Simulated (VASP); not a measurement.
Set up this calculation in VASP 6.6.1, as the native input.

- Task: electric field gradients
- Functional: PBEsol
- Potentials or basis: VASP PAW PBE potentials, release 64 (Cd)
- Cutoff: 520 eV
- k mesh: 14 × 14 × 7
- Occupations: fermi-dirac, width 0.05 eV
- Spin: no spin polarisation
- Dipole correction: no
- Further INCAR settings: ALGO = Normal; EDIFF = 1e-08; NBANDS = 19

The structure of Cd lies in POSCAR:

```
Cd
1.0
    2.9689096494      0.0000000000      0.0000000000
   -1.4844548246      2.5711511778      0.0000000000
    0.0000000000      0.0000000000      5.5988617326
Cd
2
Direct
    0.3333333333      0.6666666667      0.2500000000
    0.6666666667      0.3333333333      0.7500000000
```

One way to write it, as run:

INCAR

```
ALGO     = Normal         # electronic algorithm
EDIFF    = 1E-8           # SCF threshold, eV
ENCUT    = 520            # plane-wave cutoff, eV
GGA      = PS             # functional
ISIF     = 2              # what is computed and relaxed
ISMEAR   = -1             # smearing method
LASPH    = True           # aspherical terms in the spheres
LCHARG   = False          # write CHGCAR
LEFG     = True         
LREAL    = False          # projectors in reciprocal space
LWAVE    = False          # write WAVECAR
NBANDS   = 19             # bands
NELM     = 100            # most SCF steps
PREC     = Accurate       # precision mode
SIGMA    = 0.05           # smearing width, eV
```

KPOINTS

```
k-points
0
Gamma
  14 14 7
```

Potentials or basis: VASP PAW PBE potentials, release 64 (Cd).

Launch:

```sh
$ cat potpaw_PBE.64/Cd/POTCAR > POTCAR
$ mpirun -np 1 vasp_std > vasp.out
```

It gave:

```yaml
Pressure: -0.5 GPa
Band_gap_on_the_k_mesh: zero (bands 12 and 13 overlap by 4.33 eV)
Largest_electric_field_gradient_by_atom: Cd +83.2 V/Å²
```

Caveat: without QUAD_EFG the Cq values of the log hold for a quadrupole moment of 1 mb, not for the nuclei; the PAW data sets were made with another functional, which shifts forces and pressure a little.

It took 41 s on 1 thread of AMD EPYC 9R14 (Zen 4) (shared host), peak memory 0.17 GiB.
